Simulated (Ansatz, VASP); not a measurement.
One calculation of Ir, two programs

```
Ir
1.0
    12.23846    0.00000    0.00000
     0.00000    2.23343    0.00000
     0.00000    0.00000    7.19300
Ir
2
Direct
  0.25000 0.00000 0.16399
  0.75000 0.00000 0.83601
```

Alike in both runs: task single point; functional PBEsol; k mesh 4 × 18 × 6; occupations gaussian, width 0.1 eV; no spin polarisation.

|  | VASP | Ansatz |
| --- | --- | --- |
| version | VASP 6.6.1 | Ansatz 0.2.0 |
| potentials or method | VASP PAW PBE potentials, release 64 (Ir), cutoff 520 eV | scalar-relativistic, plane waves, PAW |
| valence electrons in the cell | 18 | 34 |

Ansatz gave:

| Item | Value |
| --- | --- |
| gap on the k mesh at the Fermi level (eV) | none |
| pressure (GPa) | 0.7 |
| traceless stress, the component that is largest in VASP (GPa) | 1.35 |

Task: Which values does VASP return?

Result: gap on the k mesh at the Fermi level (eV): none; pressure (GPa): 0.6; traceless stress, the component that is largest in VASP (GPa): 1.25.

VASP's potentials were made for PBE, not for PBEsol. A gap of «none» marks a metal or a gap that the smearing closes. VASP's potentials hold 18 valence electrons a cell and Ansatz's 34, so a difference there can come from the potentials and not from the codes. Ansatz's warnings: xc potential rough in thin density.

Spin-orbit coupling is off throughout.
